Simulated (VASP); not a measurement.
# AlRu in VASP: a series of runs, part 2 of 2

VASP 6.6.1. Earlier steps stand in the parts before.

## 4. Relaxation of cell and atoms, PBE

This run uses another cell than the first one, of 15.72 Å³/atom, 1.160 times its volume.

INCAR reads:

```
SYSTEM = AlRu
PREC = Accurate ; ENCUT = 600
EDIFF = 1E-7 ; ISMEAR = 0
SIGMA = 0.1 ; LREAL = .False.
LASPH = .True. ; NELM = 60
ALGO = Normal ; ISIF = 3
LWAVE = .False. ; LCHARG = .False.
GGA = PE ; IBRION = 2
NSW = 90 ; EDIFFG = -0.04
ISYM = 0
```

KPOINTS reads:

```
Automatic mesh
0
Gamma
  3 3 3
  0 0 0
```

POSCAR reads:

```
AlRu
1.0
    4.7386000000      0.1382290000      0.1339230000
    0.1382290000      5.1409900000     -0.1331950000
    0.1339230000     -0.1331950000      5.1751580000
Al Ru
4 4
Direct
    0.4476646618      0.6151986653      0.2986820523
    0.3400914868      0.0728395168      0.2392137076
    0.5818450987      0.6228609640      0.7541397860
    0.9876520888      0.4590685845      0.4807665592
    0.8623436091      0.9623581369      0.4919822611
    0.0646016207      0.7388287206      0.9588662050
    0.3352747374      0.1735095494      0.7422682952
    0.8070993803      0.2616140196      0.0439249691
```

Potentials or basis: VASP PAW PBE potentials, release 64 (Al, Ru_pv).

Launch:

```sh
$ cat potpaw_PBE.64/Al/POTCAR potpaw_PBE.64/Ru_pv/POTCAR > POTCAR
$ mpirun -np 1 vasp_std > vasp.out
```

OUTCAR:

```text
SYSTEM = AlRu
   PREC = Accurate
   ENCUT = 600
   EDIFF = 1E-7
   ISMEAR = 0
   LREAL = .False.
   LASPH = .True.
   NELM = 60
   ISIF = 3
   GGA = PE
   IBRION = 2
   NSW = 90
   EDIFFG = -0.04
   ISYM = 0

 ion  position               nearest neighbor table
   1  0.448  0.615  0.299-   2 2.42   3 2.47   4 2.52   8 2.67   6 2.67   3 2.86   4 2.86   2 2.87
                             5 2.91   5 3.30   7 3.36
   2  0.340  0.073  0.239-   1 2.42   7 2.63   6 2.64   8 2.64   7 2.65   5 2.66   4 2.73   1 2.87
                             5 2.90   8 2.91
   3  0.582  0.623  0.754-   4 2.41   1 2.47   5 2.64   6 2.64   7 2.65   6 2.66   8 2.66   1 2.86
                             7 3.01   4 3.35
   4  0.988  0.459  0.481-   3 2.41   1 2.52   5 2.62   7 2.62   8 2.64   5 2.66   2 2.73   6 2.85
                             1 2.86   6 3.14   8 3.23   3 3.35
   5  0.862  0.962  0.492-   4 2.62   3 2.64   4 2.66   2 2.66   8 2.86   7 2.88   7 2.89   2 2.90
                             1 2.91   6 2.91   6 3.02   8 3.17   1 3.30
   6  0.065  0.739  0.959-   2 2.64   3 2.64   3 2.66   1 2.67   8 2.85   4 2.85   7 2.89   8 2.89
                             5 2.91   5 3.02   4 3.14   7 3.24
   7  0.335  0.174  0.742-   4 2.62   2 2.63   3 2.65   2 2.65   8 2.84   8 2.88   5 2.88   6 2.89
                             5 2.89   3 3.01   6 3.24   1 3.36
   8  0.807  0.262  0.044-   4 2.64   2 2.64   3 2.66   1 2.67   7 2.84   6 2.85   5 2.86   7 2.88
                             6 2.89   2 2.91   5 3.17   4 3.23

IMPORTANT INFORMATION: All symmetrisations will be switched off!
NOSYMM: (Re-)initialisation of all symmetry stuff for point group C_1.

----------------------------------------------------------------------------------------

                                     Primitive cell

  volume of cell :     125.7924

  direct lattice vectors                    reciprocal lattice vectors
     4.738600000  0.138229000  0.133923000     0.211361643 -0.005828608 -0.005619640
     0.138229000  5.140990000 -0.133195000    -0.005828608  0.194805589  0.005164618
     0.133923000 -0.133195000  5.175158000    -0.005619640  0.005164618  0.193509164

  length of vectors
     4.742506994  5.144572513  5.178603731     0.211516659  0.194961184  0.193659625

  position of ions in fractional coordinates (direct lattice)
     0.447664662  0.615198665  0.298682052
     0.340091487  0.072839517  0.239213708
     0.581845099  0.622860964  0.754139786
     0.987652089  0.459068585  0.480766559
     0.862343609  0.962358137  0.491982261
     0.064601621  0.738828721  0.958866205
     0.335274737  0.173509549  0.742268295
     0.807099380  0.261614020  0.043924969

  ion indices of the primitive-cell ions
   primitive index   ion index
                 1           1
                 2           2
                 3           3
                 4           4
                 5           5
                 6           6
                 7           7
                 8           8

----------------------------------------------------------------------------------------

 KPOINTS: Automatic mesh

Automatic generation of k-mesh.
 Grid dimensions read from file:
 generate k-points for:    3    3    3

 Generating k-lattice:

  Cartesian coordinates                     Fractional coordinates (reciprocal lattice)
     0.070453881 -0.001942869 -0.001873213     0.333333333 -0.000000000 -0.000000000
    -0.001942869  0.064935196  0.001721539    -0.000000000  0.333333333 -0.000000000
[... 38 lines left out ...]
   PREC   = accura    normal or accurate (medium, high low for compatibility)
   ISTART =      0    job   : 0-new  1-cont  2-samecut
   ICHARG =      2    charge: 1-file 2-atom 10-const
   ISPIN  =      1    spin polarized calculation?
   LNONCOLLINEAR =      F non collinear calculations
   LSORBIT =      F    spin-orbit coupling
   LASPH  =      T    aspherical Exc in radial PAW
   ENCUT  =  600.0 eV  44.10 Ry    6.64 a.u.   9.47 10.27 10.34*2*pi/ulx,y,z
   NELM   =     60;   NELMIN=  2; NELMDL= -5     # of ELM steps
   EDIFF  = 0.1E-06   stopping-criterion for ELM
   LREAL  =      F    real-space projection
   EDIFFG = -.4E-01   stopping-criterion for IOM
   NSW    =     90    number of steps for IOM
   IBRION =      2    ionic relax: 0-MD 1-quasi-New 2-CG
   NFREE  =      1    steps in history (QN), initial steepest desc. (CG)
   ISIF   =      3    stress and relaxation
   ISYM   =      0    0-nonsym 1-usesym 2-fastsym
   POTIM  = 0.5000    time-step for ionic-motion
   TEBEG  =    0.0;   TEEND  =   0.0 temperature during run
   PSTRESS=    0.0 pullay stress
   NELECT =      68.0000    total number of electrons
   NUPDOWN=      -1.0000    fix difference up-down
   EMIN   =  10.00;   EMAX   =-10.00  energy-range for DOS
   EFERMI =   0.00;   METHOD = LEGACY
   ISMEAR =     0;   SIGMA  =   0.10  broadening in eV -4-tet -1-fermi 0-gaus
   EFERMI_NEDOS =   21; number of points for ismear=-14 and -15
   IALGO  =     38    algorithm
   IMIX   =      4    mixing-type and parameters
     AMIX     =   0.40;   BMIX     =  1.00
     AMIX_MAG =   1.60;   BMIX_MAG =  1.00
  volume/ion in A,a.u.               =      15.72       106.11
  Fermi-wavevector in a.u.,A,eV,Ry     =   1.333602  2.520143 24.197891  1.778495
  Thomas-Fermi vector in A             =   2.462448
   LORBIT       =      0    0 simple, 1 ext, 2 COOP (PROOUT), +10 PAW based schemes
   GGA     = PE    functional components
   LHFCALC =     F    Hartree Fock is set to
   AEXX    =    0.0000 exact exchange contribution
   IVDW    =     0    specifies the selected vdW correction
   LEPSILON=     F    determine dielectric tensor
   LRPA    =     F    only Hartree local field effects (RPA)
 conjugate gradient relaxation of ions
 non-spin polarized calculation
 Gauss-broadening in eV      SIGMA  =   0.10
  energy-cutoff  :      600.00
  volume of cell :      125.79
 maximum number of plane-waves:      4219
 NGX is ok and might be reduce to    40
   NGX = 19   NGY = 21   NGZ = 21

--------------------------------------- Ionic step        1  -------------------------------------------

 number of electron      68.0000004 magnetization

 Free energy of the ion-electron system (eV)
  ---------------------------------------------------
  ext. energy  EPLUGINS =         0.00000000
  ---------------------------------------------------
  free energy    TOTEN  =       -51.80699648 eV

  energy without entropy =      -51.78004903  energy(sigma->0) =      -51.79352276

------------------------ aborting loop because EDIFF is reached ----------------------------------------

  FORCE on cell =-STRESS in cart. coord.  units (eV):
  Direction    XX          YY          ZZ          XY          YZ          ZX
  --------------------------------------------------------------------------------------
  -------------------------------------------------------------------------------------
  Total       -6.6274289     -8.8651468     -9.7766219     -1.2621371      0.0055428     -3.3445457
  in kB      -84.4114101   -112.9124966   -124.5216582    -16.0754308      0.0705969    -42.5983931
  external PRESSURE =    -107.2818549 kB  Pullay stress =       0.0000000 kB
[... 107 lines left out ...]
  FREE ENERGIE OF THE ION-ELECTRON SYSTEM (eV)
  ---------------------------------------------------
  free  energy   TOTEN  =       -52.8296179064 eV

  energy  without entropy=      -52.8085074696  energy(sigma->0) =      -52.81906269

 E-fermi :   9.8604     XC(G=0): -12.0584

 val. band max:        9.7756125398   @ k =   0.0000   0.3333   0.3333
 cond. band min:       9.8686119256   @ k =   0.0000  -0.3333   0.3333
 fundamental gap:      0.0929993857
 Fermi energy:         9.8603796691

 k-point     1 :       0.0000    0.0000    0.0000
  band No.  band energies     occupation
      1     -32.9547      2.00000
      2     -32.8534      2.00000
      3     -32.7430      2.00000
      4     -32.5855      2.00000
      5     -32.5313      2.00000
      6     -32.5095      2.00000
[... 591 lines left out ...]
     39      11.3009      0.00000
     40      11.9201      0.00000

[... ionic steps 4 to 25 ...]

--------------------------------------- Ionic step       26  -------------------------------------------

 number of electron      68.0000000 magnetization

------------------------ aborting loop because EDIFF is reached ----------------------------------------
[... 79 lines left out ...]
--------------------------------------- Ionic step       28  -------------------------------------------

 number of electron      68.0000001 magnetization

 Free energy of the ion-electron system (eV)
  ---------------------------------------------------
  ext. energy  EPLUGINS =         0.00000000
  ---------------------------------------------------
  free energy    TOTEN  =       -54.50654119 eV

  energy without entropy =      -54.49273420  energy(sigma->0) =      -54.49963769

 E-fermi :  10.4313     XC(G=0): -12.2022

 val. band max:       10.3503675683   @ k =   0.3333   0.3333   0.3333
 cond. band min:      10.4694628492   @ k =   0.0000   0.0000   0.0000
 fundamental gap:      0.1190952809
 Fermi energy:        10.4312523822

 k-point     1 :       0.0000    0.0000    0.0000
  band No.  band energies     occupation
      1     -32.6437      2.00000
      2     -32.6345      2.00000
      3     -32.5001      2.00000
      4     -32.1292      2.00000
      5     -32.1232      2.00000
      6     -32.0966      2.00000
[... 626 lines left out ...]
  FREE ENERGIE OF THE ION-ELECTRON SYSTEM (eV)
  ---------------------------------------------------
  free  energy   TOTEN  =       -54.5065411901 eV

  energy  without entropy=      -54.4927341993  energy(sigma->0) =      -54.49963769

 reached required accuracy - stopping structural energy minimisation
```

Run time: 18 min. Hardware: 1 thread of AMD EPYC 9R45 (Zen 5), shared host; peak memory 0.27 GiB.

What came out:

| Property | Result |
| --- | --- |
| Free energy | -54.5065 eV |
| Relaxed volume | 14.35 Å³/atom |
| Relaxed cell | a = 4.840 Å, b = 4.868 Å, c = 4.873 Å, α = 89.66°, β = 90.89°, γ = 91.09° |
| Space group after relaxing (to 0.05 Å) | P1 (No. 1) |
| Energy gained by relaxing | 337.4 meV/atom |
| Ionic steps | 28 |
| Pressure after relaxing | -0.3 GPa |
| Largest force after relaxing | 0.039 eV/Å |
| Band gap on the k mesh | 0.12 eV, indirect (least direct gap 0.38 eV) |

Forces in eV/Å, atoms in the order of the input:
```
Al  -0.003 -0.029  0.023
Al  -0.003 -0.005 -0.002
Al  -0.008  0.005  0.023
Al  -0.006  0.009  0.007
Ru  -0.018  0.024 -0.016
Ru  -0.016 -0.023 -0.007
Ru   0.024 -0.006 -0.021
Ru   0.030  0.025 -0.007
```

Step by step:
```tsv
step	energy change (eV)	largest force (eV/Å)	pressure (GPa)	volume (Å³)
1	0.0000	3.3343	-10.73	125.79
2	-0.8800	1.8743	16.25	107.51
3	-1.0226	2.1760	7.13	111.95
4	-1.6823	1.6597	1.68	114.46
5	-1.7080	2.0452	0.77	115.04
6	-2.0292	0.8543	-2.97	116.94
7	-2.0823	0.7482	-4.59	118.09
8	-2.2558	1.0979	3.14	113.18
9	-2.2558	1.0924	3.02	113.24
10	-2.4410	0.6875	2.03	113.61
11	-2.4625	0.7249	1.85	113.77
12	-2.5171	0.4402	-2.66	116.47
13	-2.5171	0.4413	-2.64	116.46
14	-2.5686	0.3817	-1.20	115.49
15	-2.5917	0.5259	0.77	114.31
16	-2.6355	0.3772	0.58	114.39
17	-2.6695	0.3572	0.41	114.53
18	-2.6875	0.1996	-0.90	115.24
19	-2.6878	0.1811	-1.06	115.34
20	-2.6907	0.1252	1.34	113.84
21	-2.6932	0.1238	0.36	114.44
22	-2.6961	0.0801	0.04	114.61
23	-2.6963	0.0888	-0.06	114.66
24	-2.6975	0.0679	0.03	114.60
25	-2.6982	0.0609	0.16	114.52
26	-2.6990	0.0413	-0.24	114.76
27	-2.6991	0.0401	-0.38	114.84
28	-2.6995	0.0392	-0.28	114.77
```

Final structure:
```
Al Ru
1.0
     4.83948   -0.04588   -0.03519
    -0.04619    4.86811    0.00975
    -0.03972    0.01906    4.87231
Al Ru
4 4
Direct
  0.52573 0.52414 0.27140
  0.32225 0.02661 0.27264
  0.53169 0.72060 0.78016
  0.01887 0.50518 0.48510
  0.82655 0.98813 0.47178
  0.04962 0.70663 0.98197
  0.33276 0.21630 0.75876
  0.81910 0.21869 0.98804
```

Caveat: the k points lie up to 0.43 Å⁻¹ apart in the final cell.

## 5. The runs side by side

```tsv
cell	gap on the mesh (eV)	pressure (GPa)	relaxed volume (Å³/atom)	largest force (eV/Å)
relaxed from a = 4.716, b = 4.509, c = 5.146 Å, angles 88.1, 83.2, 86.9°, 8 atoms	none	0.1	14.09	0.04
relaxed from a = 4.947, b = 4.819, c = 4.962 Å, angles 83.3, 85.6, 91.0°, 8 atoms	none	-0.2	13.56	0.03
relaxed from a = 4.743, b = 5.145, c = 5.179 Å, angles 92.9, 86.9, 86.8°, 8 atoms	0.12	-0.3	14.35	0.04
```

Alike in all rows: task relaxation of cell and atoms; level PBE; potentials or basis VASP PAW PBE potentials, release 64 (Al, Ru_pv); no spin polarisation; k mesh 3 × 3 × 3; cutoff (eV) 600; smearing gaussian 0.1 eV.

Caveats: all runs use coarse meshes.

Total energies depend on the potentials used, so only differences within one code and one set of settings carry meaning.
